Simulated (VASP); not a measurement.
# Pb (Fd-3m) in VASP: a series of runs, part 2 of 2

VASP 6.6.1.

## Step 3: Single point, LDA (volume scaled by 0.6)

The input, INCAR:

```
SYSTEM = Pb
PREC = Accurate ; ENCUT = 520
EDIFF = 1E-6 ; ISMEAR = -1
SIGMA = 0.08 ; LREAL = .FALSE.
LASPH = .TRUE. ; NELM = 80
ALGO = Normal ; ISIF = 2
LWAVE = .FALSE. ; LCHARG = .FALSE.
GGA = CA ; NBANDS = 21
```

The input, KPOINTS:

```
Automatic mesh
0
G
  10 10 10
  0 0 0
```

The input, POSCAR:

```
Pb
1.0
    0.0000000000      2.8778932316      2.8778932316
    2.8778932316      0.0000000000      2.8778932316
    2.8778932316      2.8778932316      0.0000000000
Pb
2
Direct
   -0.1250000000     -0.1250000000     -0.1250000000
    0.1250000000      0.1250000000      0.1250000000
```

Potentials or basis: VASP PAW LDA potentials, release 64 (Pb_d).

Launch:

```bash
$ cat potpaw_LDA.64/Pb_d/POTCAR > POTCAR
$ mpirun -np 1 vasp_std > vasp.out
```

OUTCAR:

```text
SYSTEM = Pb
   PREC = Accurate
   ENCUT = 520
   EDIFF = 1E-6
   ISMEAR = -1
   LREAL = .FALSE.
   LASPH = .TRUE.
   NELM = 80
   ISIF = 2
   GGA = CA

 ion  position               nearest neighbor table
   1  0.875  0.875  0.875-   2 2.49   2 2.49   2 2.49   2 2.49
   2  0.125  0.125  0.125-   1 2.49   1 2.49   1 2.49   1 2.49

  LATTYP: Found a face centered cubic cell.
 ALAT       =     5.7557864632

  Lattice vectors:

[... 763 lines left out ...]

------------------------ aborting loop because EDIFF is reached ----------------------------------------

  FORCE on cell =-STRESS in cart. coord.  units (eV):
  Direction    XX          YY          ZZ          XY          YZ          ZX
  --------------------------------------------------------------------------------------
  -------------------------------------------------------------------------------------
  Total       18.0928133     18.0928133     18.0928133     -0.0000000     -0.0000000      0.0000000
  in kB      608.0827109    608.0827109    608.0827109     -0.0000000     -0.0000000      0.0000000
  external PRESSURE =     608.0827109 kB  Pullay stress =       0.0000000 kB

 VOLUME and BASIS-vectors are now :
 -----------------------------------------------------------------------------
  energy-cutoff  :      520.00
  volume of cell :       47.67
      direct lattice vectors                 reciprocal lattice vectors
     0.000000000  2.877893232  2.877893232    -0.173738204  0.173738204  0.173738204
     2.877893232  0.000000000  2.877893232     0.173738204 -0.173738204  0.173738204
     2.877893232  2.877893232  0.000000000     0.173738204  0.173738204 -0.173738204

 POSITION                                       TOTAL-FORCE (eV/Angst)
 -----------------------------------------------------------------------------------
      5.03631      5.03631      5.03631        -0.000000     -0.000000      0.000000
      0.71947      0.71947      0.71947         0.000000      0.000000     -0.000000
 -----------------------------------------------------------------------------------
    total drift:                               -0.000000      0.000000      0.000000

  FREE ENERGIE OF THE ION-ELECTRON SYSTEM (eV)
  ---------------------------------------------------
  free  energy   TOTEN  =        -4.2160885931 eV

  energy  without entropy=       -4.2106500526  energy(sigma->0) =       -4.21336932
```

stdout:

```text
POSCAR found type information on POSCAR Pb
 POSCAR found :  1 types and       2 ions
 scaLAPACK will be used
 LDA part: xc-table for (Slater(with rela. corr.)+CA(PZ))
 , standard interpolation
 POSCAR, INCAR and KPOINTS ok, starting setup
 FFT: planning ... GRIDC
 FFT: planning ... GRID_SOFT
 FFT: planning ... GRID
 WAVECAR not read
 entering main loop
```

Run time: 18 s. Hardware: 1 thread of Intel Xeon 6975P-C (Granite Rapids), shared host; peak memory 0.17 GiB.

Results:

```yaml
Free_energy: -4.2161 eV
Pressure: 60.8 GPa
Band_gap_on_the_k_mesh: zero (band 14 reaches 11.73 eV, above the bottom of band 15 at 10.72 eV)
```

Caveat: spin-orbit coupling is left out, which moves the levels of the heavy elements.

## Step 4: Single point, LDA (volume scaled by 0.7)

The input, INCAR:

```
SYSTEM = Pb
  PREC = Accurate
  ENCUT = 520
  EDIFF = 1E-6
  ISMEAR = -1
  SIGMA = 0.08
  LREAL = .False.
  LASPH = .True.
  NELM = 100
  ALGO = Normal
  ISIF = 2
  LWAVE = .False.
  LCHARG = .False.
  NBANDS = 21
```

The input, KPOINTS:

```
regular mesh
0
Gamma
  10 10 10
  0 0 0
```

The input, POSCAR:

```
Pb
1.0
    0.0000000000      3.0296347557      3.0296347557
    3.0296347557      0.0000000000      3.0296347557
    3.0296347557      3.0296347557      0.0000000000
Pb
2
Direct
   -0.1250000000     -0.1250000000     -0.1250000000
    0.1250000000      0.1250000000      0.1250000000
```

Launch:

```bash
$ cat potpaw_LDA.64/Pb_d/POTCAR > POTCAR
$ mpirun -np 1 vasp_std > vasp.out
```

Run time: 12 s. Hardware: 1 thread of Intel Xeon 6975P-C (Granite Rapids), shared host; peak memory 0.17 GiB.

The run converged. Its results:

* Free energy: -6.3549 eV
* Pressure: 29.0 GPa
* Band gap on the k mesh: zero (band 14 reaches 9.11 eV, above the bottom of band 15 at 7.88 eV)

Levels at points of the mesh, in eV from the Fermi level:
| k point | band 12 | band 13 | band 14 | band 15 | band 16 | band 17 |
| --- | --- | --- | --- | --- | --- | --- |
| (0.00, 0.00, 0.00) | -1.73 | 0.52 | 0.52 | 0.52 | 2.47 | 2.47 |
| (0.50, 0.00, 0.00) | -8.57 | -1.46 | -1.46 | -0.71 | 3.81 | 3.81 |
| (0.50, 0.50, 0.00) | -9.96 | -3.51 | -3.51 | 0.38 | 0.38 | 9.49 |

Caveat: spin-orbit coupling is left out, which moves the levels of the heavy elements.

## Step 5: Single point, LDA (volume scaled by 0.7)

The input, INCAR:

```
ALGO     = Normal         # electronic algorithm
EDIFF    = 1E-6           # SCF threshold, eV
ENCUT    = 520            # plane-wave cutoff, eV
GGA      = CA             # functional
ISIF     = 2              # what is computed and relaxed
ISMEAR   = -1             # smearing method
LASPH    = T              # aspherical terms in the spheres
LCHARG   = T              # write CHGCAR
LELF     = T              # ELF
LREAL    = F              # projectors in reciprocal space
LVHAR    = T            
LWAVE    = F              # write WAVECAR
NBANDS   = 21             # bands
NELM     = 100            # most SCF steps
PREC     = Accurate       # precision mode
SIGMA    = 0.08           # smearing width, eV
```

The input, KPOINTS:

```
k-points
0
Gamma
  10 10 10
```

POSCAR is that of step 4.

Launch:

```bash
$ cat potpaw_LDA.64/Pb_d/POTCAR > POTCAR
$ mpirun -np 1 vasp_std > vasp.out
```

It took 13 s on 1 thread of Intel Xeon 6975P-C (Granite Rapids), shared host; peak memory 0.17 GiB.

It converged, with:

```yaml
Free_energy: -6.3549 eV
Pressure: 29.0 GPa
Band_gap_on_the_k_mesh: zero (band 14 reaches 9.11 eV, above the bottom of band 15 at 7.88 eV)
```

Levels at points of the mesh, in eV from the Fermi level:
| k point | band 12 | band 13 | band 14 | band 15 | band 16 | band 17 |
| --- | --- | --- | --- | --- | --- | --- |
| (0.00, 0.00, 0.00) | -1.73 | 0.52 | 0.52 | 0.52 | 2.47 | 2.47 |
| (0.50, 0.00, 0.00) | -8.57 | -1.46 | -1.46 | -0.71 | 3.81 | 3.81 |
| (0.50, 0.50, 0.00) | -9.96 | -3.51 | -3.51 | 0.38 | 0.38 | 9.49 |

Caveat: spin-orbit coupling is left out, which moves the levels of the heavy elements.

## Step 6: Single point, LDA (volume scaled by 0.8)

The input, INCAR:

```
PREC = Accurate ; ENCUT = 520
EDIFF = 1E-6 ; ISMEAR = -1
SIGMA = 0.08 ; LREAL = F
LASPH = T ; NELM = 100
ALGO = Normal ; ISIF = 2
LWAVE = F ; LCHARG = T
GGA = CA ; LELF = T
LVHAR = T ; NBANDS = 21
```

The input, KPOINTS:

```
Automatic mesh
0
Gamma
  10 10 10
```

The input, POSCAR:

```
Pb
1.0
    0.0000000000      3.1675313602      3.1675313602
    3.1675313602      0.0000000000      3.1675313602
    3.1675313602      3.1675313602      0.0000000000
Pb
2
Direct
   -0.1250000000     -0.1250000000     -0.1250000000
    0.1250000000      0.1250000000      0.1250000000
```

Potentials or basis: VASP PAW LDA potentials, release 64 (Pb_d).

Launch:

```bash
$ cat potpaw_LDA.64/Pb_d/POTCAR > POTCAR
$ mpirun -np 1 vasp_std > vasp.out
```

It took 19 s on 1 thread of Intel Xeon 6975P-C (Granite Rapids), shared host; peak memory 0.19 GiB.

It converged, with:

```yaml
Free_energy: -7.3611 eV
Pressure: 13.0 GPa
Band_gap_on_the_k_mesh: zero (band 14 reaches 7.22 eV, above the bottom of band 15 at 5.87 eV)
```

Levels at points of the mesh, in eV from the Fermi level:
```csv
k point,band 11,band 12,band 13,band 14,band 15,band 16,band 17,band 18
"(0.00, 0.00, 0.00)",-12.99,-2.57,0.47,0.47,0.47,2.48,2.48,2.48
"(0.50, 0.00, 0.00)",-11.02,-7.86,-1.16,-1.16,-0.88,3.74,3.74,5.03
"(0.50, 0.50, 0.00)",-9.34,-9.34,-2.87,-2.87,0.59,0.59,8.67,8.67
```

Caveat: spin-orbit coupling is left out, which moves the levels of the heavy elements.

## Step 7: Summary

```csv
cell,gap on the mesh (eV),pressure (GPa)
"a = 4.070 Å, angles 60.0°, 2 atoms",none,60.8
"a = 4.285 Å, angles 60.0°, 2 atoms",none,29.0
"a = 4.480 Å, angles 60.0°, 2 atoms",none,13.0
```

Alike in all rows: task single point; level LDA; potentials or basis VASP PAW LDA potentials, release 64 (Pb_d); no spin polarisation; k mesh 10 × 10 × 10; cutoff (eV) 520; smearing fermi-dirac 0.08 eV.

Caveats: spin-orbit coupling is left out, which moves the levels of the heavy elements.

Absolute energies hang on the potentials; compare differences alone.
